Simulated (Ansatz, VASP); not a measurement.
## BaTiO3 in VASP and in Ansatz

Contents of INCAR:

```
SYSTEM = BaTiO3
PREC = Accurate ; ENCUT = 520
EDIFF = 1E-6 ; ISMEAR = -1
SIGMA = 0.05 ; LREAL = .False.
LASPH = .True. ; NELM = 150
ALGO = Normal ; ISIF = 2
LWAVE = .False. ; LCHARG = .True.
LMAXMIX = 4 ; LDAU = .True.
LDAUTYPE = 2 ; LDAUL = -1 2 -1
LDAUU = 0 3 0 ; LDAUJ = 0 0 0
LDAUPRINT = 1 ; GGA = PS
LELF = .True. ; LVHAR = .True.
NBANDS = 28
```

KPOINTS

```
regular mesh
0
Gamma
  6 6 6
  0 0 0
```

The input POSCAR:

```
BaTiO3
1.0
    2.8273666100      1.6323808700      2.3183934900
   -2.8273666100      1.6323808700      2.3183934900
    0.0000000000     -3.2647617400      2.3183934900
Ba Ti O
1 1 3
Direct
    0.0000000000      0.0000000000      0.0000000000
    0.4845000000      0.4845000000      0.4845000000
    0.5086000000      0.5086000000      0.0175000000
    0.0175000000      0.5086000000      0.5086000000
    0.5086000000      0.0175000000      0.5086000000
```

Input for Ansatz:

```yaml
crystal:
  lattice:
    - [2.82736661, 1.63238087, 2.31839349]
    - [-2.82736661, 1.63238087, 2.31839349]
    - [0.0, -3.26476174, 2.31839349]
  atoms:
    - { symbol: Ba, position: [0.0, 0.0, 0.0] }
    - { symbol: Ti, position: [0.4845, 0.4845, 0.4845] }
    - { symbol: O, position: [0.5086, 0.5086, 0.017499999999999946] }
    - { symbol: O, position: [0.017500000000000036, 0.5086, 0.5086] }
    - { symbol: O, position: [0.5086, 0.017499999999999974, 0.5086] }
kpoints:
  mp_grid:
    grid: [6, 6, 6]
hamiltonian:
  xc: pbesol
  hubbard:
    - { species: Ti, l: d, u_eff: 3.0 }
scf:
  occupations:
    method: fermi_dirac
    width: 0.05
output:
  eigenvalues: true
```

Alike in both runs: task single point; functional PBEsol; k mesh 6 × 6 × 6; occupations fermi-dirac, width 0.05 eV; no spin polarisation; Hubbard terms Ti d U = 3.0 eV.

|  | VASP | Ansatz |
| --- | --- | --- |
| version | VASP 6.6.1 | Ansatz 0.2.0 |
| potentials or method | VASP PAW PBE potentials, release 64 (Ba_sv, Ti_sv, O) | plane waves, PAW |
| plane-wave cutoff (eV) | 520 | 420 |
| valence electrons in the cell | 40 | 40 |

|  | VASP | Ansatz | Ansatz less VASP |
| --- | --- | --- | --- |
| gap on the k mesh at the Fermi level (eV) | 2.63 | 2.67 | +0.036 |

VASP's potentials were made for PBE, not for PBEsol. The programs project onto different local orbitals, so the same U acts differently, and such runs can settle in different states.

Neither program's run includes spin-orbit coupling.
